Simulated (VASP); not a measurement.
# Li2H (P4/mmm) in VASP: relaxation of cell and atoms with PBE

Aim: the relaxation of cell and atoms of Li2H with PBE.

All numbers are computed with VASP 6.6.1; they aren't measurements. Logs are shortened: lines on timing, memory, paths and dates and some standing lists are left out, and cuts for length are marked.

## Step 1: The cell of the first run

Symmetry: P4/mmm, No. 123, tetragonal system. The conventional cell has a = 2.843 Å, b = 2.843 Å, c = 4.239 Å, α = 90.00°, β = 90.00°, γ = 90.00°. Within 2.7 Å of Li (site symmetry 4/mmm) lie 4 H at 2.01 Å. Li (site symmetry 4/mmm) has 2 H at 2.12 Å and 12 Li at 2.84 to 2.92 Å within 3.0 Å. Within 2.7 Å of H (site symmetry 4/mmm) lie 6 Li at 2.01 to 2.12 Å.

The cell was generated, and may not be a known phase.

## Step 2: Relaxation of cell and atoms, PBE

INCAR reads:

```
SYSTEM = Li2H
PREC = Accurate
ENCUT = 600
EDIFF = 1E-6
ISMEAR = 0
SIGMA = 0.1
LREAL = .FALSE.
LASPH = .TRUE.
NELM = 60
ALGO = Normal
ISIF = 3
LWAVE = .FALSE.
LCHARG = .FALSE.
GGA = PE
IBRION = 2
NSW = 100
EDIFFG = -0.01
```

KPOINTS reads:

```
regular mesh
0
G
  16 16 12
  0 0 0
```

POSCAR reads:

```
Li2H
1.0
    2.8432700588      0.0000000000      0.0000000000
    0.0000000000      2.8432700588      0.0000000000
    0.0000000000      0.0000000000      4.2392523607
Li H
2 1
Direct
    0.0000000000      0.0000000000      0.0000000000
    0.5000000000      0.5000000000      0.5000000000
    0.5000000000      0.5000000000      0.0000000000
```

Potentials or basis: VASP PAW PBE potentials, release 64 (Li_sv, H).

Run with:

```console
$ cat potpaw_PBE.64/Li_sv/POTCAR potpaw_PBE.64/H/POTCAR > POTCAR
$ mpirun -np 1 vasp_std > vasp.out
```

OUTCAR:

```text
SYSTEM = Li2H
   PREC = Accurate
   ENCUT = 600
   EDIFF = 1E-6
   ISMEAR = 0
   LREAL = .FALSE.
   LASPH = .TRUE.
   NELM = 60
   ISIF = 3
   GGA = PE
   IBRION = 2
   NSW = 100
   EDIFFG = -0.01

 ion  position               nearest neighbor table
   1  0.000  0.000  0.000-
   2  0.500  0.500  0.500-
   3  0.500  0.500  0.000-

  LATTYP: Found a simple tetragonal cell.
 ALAT       =     2.8432700588
 C/A-ratio  =     1.4909777380

  Lattice vectors:

 A1 = (   2.8432700588,   0.0000000000,   0.0000000000)
 A2 = (   0.0000000000,   2.8432700588,   0.0000000000)
 A3 = (   0.0000000000,   0.0000000000,   4.2392523607)

Analysis of symmetry for initial positions (statically):
=====================================================================
 Subroutine PRICEL returns:
 Original cell was already a primitive cell.

 Routine SETGRP: Setting up the symmetry group for a
 simple tetragonal supercell.

 Subroutine GETGRP returns: Found 16 space group operations
 (whereof 16 operations were pure point group operations)
 out of a pool of 16 trial point group operations.

The static configuration has the point symmetry D_4h.

Analysis of symmetry for dynamics (positions and initial velocities):
=====================================================================
 Subroutine PRICEL returns:
 Original cell was already a primitive cell.

 Routine SETGRP: Setting up the symmetry group for a
 simple tetragonal supercell.

 Subroutine GETGRP returns: Found 16 space group operations
 (whereof 16 operations were pure point group operations)
 out of a pool of 16 trial point group operations.

The dynamic configuration has the point symmetry D_4h.

 Subroutine INISYM returns: Found 16 space group operations
 (whereof 16 operations are pure point group operations),
 and found     1 'primitive' translations

----------------------------------------------------------------------------------------

                                     Primitive cell

  volume of cell :      34.2709

  direct lattice vectors                    reciprocal lattice vectors
     2.843270059  0.000000000  0.000000000     0.351707710  0.000000000  0.000000000
     0.000000000  2.843270059  0.000000000     0.000000000  0.351707710  0.000000000
     0.000000000  0.000000000  4.239252361     0.000000000  0.000000000  0.235890651

  length of vectors
     2.843270059  2.843270059  4.239252361     0.351707710  0.351707710  0.235890651
[... 83 lines left out ...]
   EDIFF  = 0.1E-05   stopping-criterion for ELM
   LREAL  =      F    real-space projection
   EDIFFG = -.1E-01   stopping-criterion for IOM
   NSW    =    100    number of steps for IOM
   IBRION =      2    ionic relax: 0-MD 1-quasi-New 2-CG
   NFREE  =      1    steps in history (QN), initial steepest desc. (CG)
   ISIF   =      3    stress and relaxation
   ISYM   =      2    0-nonsym 1-usesym 2-fastsym
   POTIM  = 0.5000    time-step for ionic-motion
   TEBEG  =    0.0;   TEEND  =   0.0 temperature during run
   PSTRESS=    0.0 pullay stress
   NELECT =       7.0000    total number of electrons
   NUPDOWN=      -1.0000    fix difference up-down
   EMIN   =  10.00;   EMAX   =-10.00  energy-range for DOS
   EFERMI =   0.00;   METHOD = LEGACY
   ISMEAR =     0;   SIGMA  =   0.10  broadening in eV -4-tet -1-fermi 0-gaus
   EFERMI_NEDOS =   21; number of points for ismear=-14 and -15
   IALGO  =     38    algorithm
   IMIX   =      4    mixing-type and parameters
     AMIX     =   0.40;   BMIX     =  1.00
     AMIX_MAG =   1.60;   BMIX_MAG =  1.00
  volume/ion in A,a.u.               =      11.42        77.09
  Fermi-wavevector in a.u.,A,eV,Ry     =   0.964123  1.821928 12.647061  0.929533
  Thomas-Fermi vector in A             =   2.093727
   LORBIT       =      0    0 simple, 1 ext, 2 COOP (PROOUT), +10 PAW based schemes
   GGA     = PE    functional components
   LHFCALC =     F    Hartree Fock is set to
   AEXX    =    0.0000 exact exchange contribution
   IVDW    =     0    specifies the selected vdW correction
   LEPSILON=     F    determine dielectric tensor
   LRPA    =     F    only Hartree local field effects (RPA)
 conjugate gradient relaxation of ions
 non-spin polarized calculation
 Gauss-broadening in eV      SIGMA  =   0.10
  energy-cutoff  :      600.00
  volume of cell :       34.27
 maximum number of plane-waves:      1160
 NGX is ok and might be reduce to    24
   NGX = 11   NGY = 11   NGZ = 17

 number of electron       6.9999991 magnetization

 Free energy of the ion-electron system (eV)
  ---------------------------------------------------
  ext. energy  EPLUGINS =         0.00000000
  ---------------------------------------------------
  free energy    TOTEN  =        -7.69687038 eV

  energy without entropy =       -7.69267231  energy(sigma->0) =       -7.69477134

 E-fermi :   1.5019     XC(G=0):  -7.9178

 val. band max:        1.5016607604   @ k =   0.4375   0.1875   0.0833
 cond. band min:       1.5027870036   @ k =   0.3750   0.1250   0.1667
 fundamental gap:      0.0011262432
 Fermi energy:         1.5019184857

 k-point     1 :       0.0000    0.0000    0.0000
  band No.  band energies     occupation
      1     -44.8166      2.00000
      2     -44.7389      2.00000
      3      -4.7424      2.00000
      4       2.3024      0.00000
      5       3.0139      0.00000
      6      10.9499      0.00000
      7      10.9499      0.00000
[... 221 lines left out ...]
 k-point    24 :       0.5000    0.1250    0.0000
  band No.  band energies     occupation
      1     -44.7943      2.00000
      2     -44.7279      2.00000
      3      -2.8247      2.00000
      4       1.0356      2.00000
      5       6.8484      0.00000
      6       7.4445      0.00000
      7       7.4784      0.00000

 [... further k-points ...]
[... 5 lines left out ...]
  --------------------------------------------------------------------------------------
  -------------------------------------------------------------------------------------
  Total        0.0065679      0.0065679     -0.0200751      0.0000000     -0.0000000      0.0000000
  in kB        0.3070525      0.3070525     -0.9385178      0.0000000     -0.0000000      0.0000000
  external PRESSURE =      -0.1081376 kB  Pullay stress =       0.0000000 kB

 VOLUME and BASIS-vectors are now :
 -----------------------------------------------------------------------------
  energy-cutoff  :      600.00
  volume of cell :       34.27
      direct lattice vectors                 reciprocal lattice vectors
     2.843270059  0.000000000  0.000000000     0.351707710  0.000000000  0.000000000
     0.000000000  2.843270059  0.000000000     0.000000000  0.351707710  0.000000000
     0.000000000  0.000000000  4.239252361     0.000000000  0.000000000  0.235890651

 POSITION                                       TOTAL-FORCE (eV/Angst)
 -----------------------------------------------------------------------------------
      0.00000      0.00000      0.00000         0.000000      0.000000      0.000000
      1.42164      1.42164      2.11963         0.000000      0.000000      0.000000
      1.42164      1.42164      0.00000         0.000000      0.000000      0.000000
 -----------------------------------------------------------------------------------
    total drift:                                0.000000      0.000000     -0.000000

  FREE ENERGIE OF THE ION-ELECTRON SYSTEM (eV)
  ---------------------------------------------------
  free  energy   TOTEN  =        -7.6968703819 eV

  energy  without entropy=       -7.6926723079  energy(sigma->0) =       -7.69477134

 reached required accuracy - stopping structural energy minimisation
```

CONTCAR:

```text
Li2H
   1.00000000000000
     2.8432700587999999    0.0000000000000000    0.0000000000000000
     0.0000000000000000    2.8432700587999999    0.0000000000000000
     0.0000000000000000    0.0000000000000000    4.2392523607000001
  Li              H
     2     1
Direct
     0.0000000000000000    0.0000000000000000    0.0000000000000000
     0.5000000000000000    0.5000000000000000    0.5000000000000000
     0.5000000000000000    0.5000000000000000    0.0000000000000000

  0.00000000E+00  0.00000000E+00  0.00000000E+00
  0.00000000E+00  0.00000000E+00  0.00000000E+00
  0.00000000E+00  0.00000000E+00  0.00000000E+00
```

Wall time 20 s (1 thread of Intel Xeon 6975P-C (Granite Rapids), shared host); peak memory 0.21 GiB.

Results:

| Item | Value |
| --- | --- |
| Free energy | -7.6969 eV |
| Pressure after relaxing | 0.0 GPa |
| Band gap on the k mesh | zero (an odd number of electrons rules out a gap without spin polarisation) |

Final structure:
```
Li H
1.0
     2.84327    0.00000    0.00000
     0.00000    2.84327    0.00000
     0.00000    0.00000    4.23925
Li H
2 1
Direct
  0.00000 0.00000 0.00000
  0.50000 0.50000 0.50000
  0.50000 0.50000 0.00000
```

Levels at points of the mesh, in eV from the Fermi level:
```
           k point  band 1  band 2  band 3  band 4  band 5  band 6
(0.00, 0.00, 0.00)  -46.32  -46.24   -6.24    0.80    1.51    9.45
(0.50, 0.00, 0.00)  -46.30  -46.23   -4.56   -0.68    5.07    5.66
(0.50, 0.50, 0.00)  -46.28  -46.22   -1.98    1.51    1.51    5.51
(0.00, 0.00, 0.50)  -46.31  -46.25   -5.83   -2.46    7.83   11.03
(0.50, 0.00, 0.50)  -46.30  -46.23   -4.55   -0.16    2.96    3.19
(0.50, 0.50, 0.50)  -46.28  -46.22   -2.15    3.25    3.25    3.89
```

Caveat: the cutoff is under 1.25 times the usual one of these potentials, so pressure, stress and relaxed cells hold a basis-set (Pulay) error.
